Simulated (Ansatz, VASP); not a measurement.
## Two plane-wave programs on WS2

POSCAR

```
WS2
1.0
    3.1835163552      0.0000000000      0.0000000000
   -1.5917581776      2.7570060369      0.0000000000
    0.0000000000      0.0000000000     16.9505778900
W S
1 2
Direct
    0.0000000000      0.0000000000      0.0000000000
    0.3333333333      0.6666666667      0.0920005100
    0.3333333333      0.6666666667      0.9079994900
```

The input INCAR.step1:

```
PREC = Accurate
ENCUT = 520
EDIFF = 1E-5
ISMEAR = -1
SIGMA = 0.05
LREAL = False
LASPH = True
NELM = 100
ALGO = Normal
ISIF = 2
LWAVE = True
LCHARG = False
GGA = PE
NBANDS = 20
```

File INCAR.step2:

```
PREC = Accurate
ENCUT = 520
EDIFF = 1E-6
ISMEAR = -1
SIGMA = 0.05
LREAL = False
LASPH = True
NELM = 100
ALGO = Normal
ISIF = 2
LWAVE = False
LCHARG = False
GGA = PE
LHFCALC = True
AEXX = 0.3
HFSCREEN = 0.2
PRECFOCK = Normal
ISTART = 1
NBANDS = 20
```

File KPOINTS:

```
Automatic mesh
0
Gamma
  5 5 1
```

Contents of input.yaml:

```yaml
crystal:
  lattice:
    - [3.1835163552, 0.0, 0.0]
    - [-1.5917581776, 2.7570060369, 0.0]
    - [0.0, 0.0, 16.95057789]
  atoms:
    - { symbol: W, position: [0.0, 0.0, 0.0] }
    - { symbol: S, position: [0.3333333333, 0.6666666667, 0.09200051] }
    - { symbol: S, position: [0.3333333333, 0.6666666667, 0.90799949] }
hamiltonian:
  xc: { exchange: pbe, correlation: pbe, exx: { coeff: 0.3, omega: 0.2 } }
  pseudopotentials: { kind: paw }
kpoints:
  mp_grid: { grid: [5, 5, 1] }
scf:
  occupations: { method: fermi_dirac, width: 0.05 }
output:
  forces: true
  stress: true
  eigenvalues: true
```

Alike in both runs: task single point; functional PBE-based screened hybrid with a share of 0.3 of exact exchange and HFSCREEN = 0.2; k mesh 5 × 5 × 1; occupations fermi-dirac, width 0.05 eV; no spin polarisation.

|  | VASP | Ansatz |
| --- | --- | --- |
| version | VASP 6.6.1 | Ansatz 0.2.0 |
| potentials or method | VASP PAW PBE potentials, release 64 (W_sv, S) | Ansatz PAW |
| plane-wave cutoff (eV) | 520 | 420 |
| valence electrons in the cell | 26 | 26 |

VASP gave:

* gap on the k mesh at the Fermi level (eV): 2.95
* least direct gap on the mesh (eV): 3.45
* rms of the force components (eV/Å): 0.185

What did Ansatz give for the same quantities?

gap on the k mesh at the Fermi level (eV): 2.94; least direct gap on the mesh (eV): 3.46; rms of the force components (eV/Å): 0.153.

VASP's potentials were made for PBE, not for PBE-based screened hybrid. Atom by atom the forces differ by 0.032 eV/Å (rms over components). With one functional, cell and mesh, what is left measures potentials, basis and numerics.

The k mesh is coarse, so the values compare programs but aren't converged. Neither program's run includes spin-orbit coupling. Noted on Ansatz's run: odd divisions of the mesh miss points on the zone boundary, where band edges often lie, so the gap on the mesh can be too wide.
